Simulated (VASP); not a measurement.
# BeTe (F-43m) in VASP: settings compared

Aim: see how the results for BeTe move with the level of theory and the settings. Levels: PBE+D4, r2SCAN. Tasks: relaxation of cell and atoms, single point.

Everything below comes from runs of VASP 6.6.1. Logs are shortened: lines on timing, memory, paths and dates and some standing lists are left out, and cuts for length are marked.

### Step 1. The cell of the first run

It takes space group F-43m (No. 216, cubic). Conventional cell: a = 5.540 Å, b = 5.540 Å, c = 5.540 Å, α = 90.00°, β = 90.00°, γ = 90.00°. Te (site symmetry -43m) has 4 Be at 2.40 Å within 3.2 Å. Within 3.2 Å of Be (site symmetry -43m) lie 4 Te at 2.40 Å.

### Step 2. Relaxation of cell and atoms, PBE+D4

INCAR reads:

```
ALGO = Normal
EDIFF = 1E-6
EDIFFG = -0.02
ENCUT = 600
GGA = PE
IBRION = 2
ISIF = 3
ISMEAR = -1
IVDW = 13
LASPH = True
LCHARG = False
LREAL = False
LWAVE = False
NELM = 100
NSW = 80
PREC = Accurate
SIGMA = 0.05
```

KPOINTS reads:

```
k-points
0
Gamma
  8 8 8
```

POSCAR reads:

```
BeTe
1.0
    0.0000000000      2.7700000000      2.7700000000
    2.7700000000      0.0000000000      2.7700000000
    2.7700000000      2.7700000000      0.0000000000
Te Be
1 1
Direct
    0.7500000000      0.7500000000      0.7500000000
    0.0000000000      0.0000000000      0.0000000000
```

Potentials or basis: VASP PAW PBE potentials, release 64 (Te, Be).

Command:

```
> cat potpaw_PBE.64/Te/POTCAR potpaw_PBE.64/Be/POTCAR > POTCAR
> mpirun -np 1 vasp_std > vasp.out
```

OUTCAR:

```text
EDIFF = 1E-6
   EDIFFG = -0.02
   ENCUT = 600
   GGA = PE
   IBRION = 2
   ISIF = 3
   ISMEAR = -1
   IVDW = 13
   LASPH = True
   LREAL = False
   NELM = 100
   NSW = 80
   PREC = Accurate

 ion  position               nearest neighbor table
   1  0.750  0.750  0.750-   2 2.40   2 2.40   2 2.40   2 2.40
   2  0.000  0.000  0.000-   1 2.40   1 2.40   1 2.40   1 2.40

  LATTYP: Found a face centered cubic cell.
 ALAT       =     5.5400000000

  Lattice vectors:

 A1 = (   0.0000000000,   2.7700000000,   2.7700000000)
 A2 = (   2.7700000000,   0.0000000000,   2.7700000000)
 A3 = (   2.7700000000,   2.7700000000,   0.0000000000)

Analysis of symmetry for initial positions (statically):
=====================================================================
 Subroutine PRICEL returns:
 Original cell was already a primitive cell.

 Routine SETGRP: Setting up the symmetry group for a
 face centered cubic supercell.

 Subroutine GETGRP returns: Found 24 space group operations
 (whereof 24 operations were pure point group operations)
 out of a pool of 48 trial point group operations.

The static configuration has the point symmetry T_d .

Analysis of symmetry for dynamics (positions and initial velocities):
=====================================================================
 Subroutine PRICEL returns:
 Original cell was already a primitive cell.

 Routine SETGRP: Setting up the symmetry group for a
 face centered cubic supercell.

 Subroutine GETGRP returns: Found 24 space group operations
 (whereof 24 operations were pure point group operations)
 out of a pool of 48 trial point group operations.

The dynamic configuration has the point symmetry T_d .

 Subroutine INISYM returns: Found 24 space group operations
 (whereof 24 operations are pure point group operations),
 and found     1 'primitive' translations

----------------------------------------------------------------------------------------

                                     Primitive cell

  volume of cell :      42.5079

  direct lattice vectors                    reciprocal lattice vectors
     0.000000000  2.770000000  2.770000000    -0.180505415  0.180505415  0.180505415
     2.770000000  0.000000000  2.770000000     0.180505415 -0.180505415  0.180505415
     2.770000000  2.770000000  0.000000000     0.180505415  0.180505415 -0.180505415

  length of vectors
     3.917371568  3.917371568  3.917371568     0.312644550  0.312644550  0.312644550

  position of ions in fractional coordinates (direct lattice)
     0.750000000  0.750000000  0.750000000
     0.000000000  0.000000000  0.000000000

  ion indices of the primitive-cell ions
   primitive index   ion index
                 1           1
                 2           2

[... 67 lines left out ...]
   LSORBIT =      F    spin-orbit coupling
   LASPH  =      T    aspherical Exc in radial PAW
   ENCUT  =  600.0 eV  44.10 Ry    6.64 a.u.   7.82  7.82  7.82*2*pi/ulx,y,z
   NELM   =    100;   NELMIN=  2; NELMDL= -5     # of ELM steps
   EDIFF  = 0.1E-05   stopping-criterion for ELM
   LREAL  =      F    real-space projection
   EDIFFG = -.2E-01   stopping-criterion for IOM
   NSW    =     80    number of steps for IOM
   IBRION =      2    ionic relax: 0-MD 1-quasi-New 2-CG
   NFREE  =      1    steps in history (QN), initial steepest desc. (CG)
   ISIF   =      3    stress and relaxation
   ISYM   =      2    0-nonsym 1-usesym 2-fastsym
   POTIM  = 0.5000    time-step for ionic-motion
   TEBEG  =    0.0;   TEEND  =   0.0 temperature during run
   PSTRESS=    0.0 pullay stress
   NELECT =       8.0000    total number of electrons
   NUPDOWN=      -1.0000    fix difference up-down
   EMIN   =  10.00;   EMAX   =-10.00  energy-range for DOS
   EFERMI =   0.00;   METHOD = LEGACY
   ISMEAR =    -1;   SIGMA  =   0.05  broadening in eV -4-tet -1-fermi 0-gaus
   EFERMI_NEDOS =   21; number of points for ismear=-14 and -15
   IALGO  =     38    algorithm
   IMIX   =      4    mixing-type and parameters
     AMIX     =   0.40;   BMIX     =  1.00
     AMIX_MAG =   1.60;   BMIX_MAG =  1.00
  volume/ion in A,a.u.               =      21.25       143.43
  Fermi-wavevector in a.u.,A,eV,Ry     =   0.938170  1.772885 11.975354  0.880164
  Thomas-Fermi vector in A             =   2.065355
   LORBIT       =      0    0 simple, 1 ext, 2 COOP (PROOUT), +10 PAW based schemes
   GGA     = PE    functional components
   LHFCALC =     F    Hartree Fock is set to
   AEXX    =    0.0000 exact exchange contribution
   IVDW    =    13    specifies the selected vdW correction
   LEPSILON=     F    determine dielectric tensor
   LRPA    =     F    only Hartree local field effects (RPA)
 conjugate gradient relaxation of ions
 non-spin polarized calculation
  energy-cutoff  :      600.00
  volume of cell :       42.51
 maximum number of plane-waves:      1433
   NGX = 15   NGY = 15   NGZ = 15

--------------------------------------- Ionic step        1  -------------------------------------------

 number of electron       8.0000000 magnetization

 Free energy of the ion-electron system (eV)
  ---------------------------------------------------
  ext. energy  EPLUGINS =         0.00000000
  ---------------------------------------------------
  free energy    TOTEN  =        -7.58482009 eV

  energy without entropy =       -7.58482009  energy(sigma->0) =       -7.58482009

------------------------ aborting loop because EDIFF is reached ----------------------------------------

  DFT-D4 for vdW energy calculation

  Edisp (eV):   -0.67183
[... 71 lines left out ...]
--------------------------------------- Ionic step        3  -------------------------------------------

 number of electron       8.0000000 magnetization

 Free energy of the ion-electron system (eV)
  ---------------------------------------------------
  ext. energy  EPLUGINS =         0.00000000
  ---------------------------------------------------
  free energy    TOTEN  =        -7.61235605 eV

  energy without entropy =       -7.61235605  energy(sigma->0) =       -7.61235605

 E-fermi :   6.2974     XC(G=0):  -9.1335

 val. band max:        5.3120726586   @ k =   0.0000   0.0000   0.0000
 cond. band min:       7.2382217100   @ k =   0.5000   0.5000   0.0000
 fundamental gap:      1.9261490514
 Fermi energy:         6.2974064613

 k-point     1 :       0.0000    0.0000    0.0000
  band No.  band energies     occupation
      1      -7.1126      2.00000
      2       5.3121      2.00000
      3       5.3121      2.00000
      4       5.3121      2.00000
      5       8.9051      0.00000
      6       8.9051      0.00000
      7       8.9051      0.00000
      8       9.2743      0.00000
[... 243 lines left out ...]
 k-point    24 :      -0.3750    0.2500    0.1250
  band No.  band energies     occupation
      1      -5.4698      2.00000
      2       0.0798      2.00000
      3       2.3469      2.00000
      4       3.3505      2.00000
      5       9.5082      0.00000
      6       9.7235      0.00000
      7      12.0390      0.00000
      8      13.1274      0.00000

 [... further k-points ...]

------------------------ aborting loop because EDIFF is reached ----------------------------------------

  DFT-D4 for vdW energy calculation

  Edisp (eV):   -0.65224
[... 25 lines left out ...]
  FREE ENERGIE OF THE ION-ELECTRON SYSTEM (eV)
  ---------------------------------------------------
  free  energy   TOTEN  =        -8.2645979587 eV

  energy  without entropy=       -8.2645979586  energy(sigma->0) =       -8.26459796

 reached required accuracy - stopping structural energy minimisation
```

OSZICAR:

```text
N       E                     dE             d eps       ncg     rms          rms(c)
DAV:   1     0.225747516051E+02    0.22575E+02   -0.36704E+03   464   0.895E+02
DAV:   2    -0.695382131389E+01   -0.29529E+02   -0.28285E+02   640   0.107E+02
DAV:   3    -0.775422880749E+01   -0.80041E+00   -0.80041E+00   552   0.234E+01
[... 22 lines left out ...]
DAV:   2    -0.761259106692E+01    0.94512E-03   -0.20829E-03   480   0.261E-01    0.857E-02
DAV:   3    -0.761236889336E+01    0.22217E-03   -0.98404E-04   536   0.158E-01    0.433E-02
DAV:   4    -0.761236116530E+01    0.77281E-05   -0.22678E-05   528   0.361E-02    0.339E-02
DAV:   5    -0.761235634705E+01    0.48183E-05   -0.13797E-05   600   0.214E-02    0.604E-03
DAV:   6    -0.761235605470E+01    0.29234E-06   -0.64388E-07   272   0.507E-03
   3 F= -.82645980E+01 E0= -.82645980E+01  d E =-.794325E-02
```

Wall time 10 s (1 thread of Intel Xeon 6975P-C (Granite Rapids), shared host); peak memory 0.19 GiB.

Results:

* Free energy: -8.2646 eV
* Relaxed volume: 21.91 Å³/atom
* Relaxed cell: a = 3.957 Å, b = 3.957 Å, c = 3.957 Å, α = 60.00°, β = 60.00°, γ = 60.00°
* Space group after relaxing (to 0.05 Å): F-43m (No. 216)
* Energy gained by relaxing: 4.0 meV/atom
* Ionic steps: 3
* Pressure after relaxing: 0.0 GPa
* Band gap on the k mesh: 1.93 eV, indirect (least direct gap 3.59 eV)
* Dispersion energy per atom: -0.326 eV

The path:
| step | energy change (eV) | largest force (eV/Å) | pressure (GPa) | volume (Å³) |
| --- | --- | --- | --- | --- |
| 1 | 0.0000 | 0.0000 | 1.99 | 42.51 |
| 2 | -0.0074 | 0.0000 | -0.46 | 44.16 |
| 3 | -0.0079 | 0.0000 | 0.00 | 43.82 |

Final structure:
```yaml
crystal:
  lattice:
    - [0.00000, 2.79816, 2.79816]
    - [2.79816, 0.00000, 2.79816]
    - [2.79816, 2.79816, 0.00000]
  atoms:
    - { symbol: Te, position: [0.75000, 0.75000, 0.75000] }
    - { symbol: Be, position: [0.00000, 0.00000, 0.00000] }
```

Caveat: spin-orbit coupling is left out, which moves the levels of the heavy elements.

(Continued in part 2 of 2.)
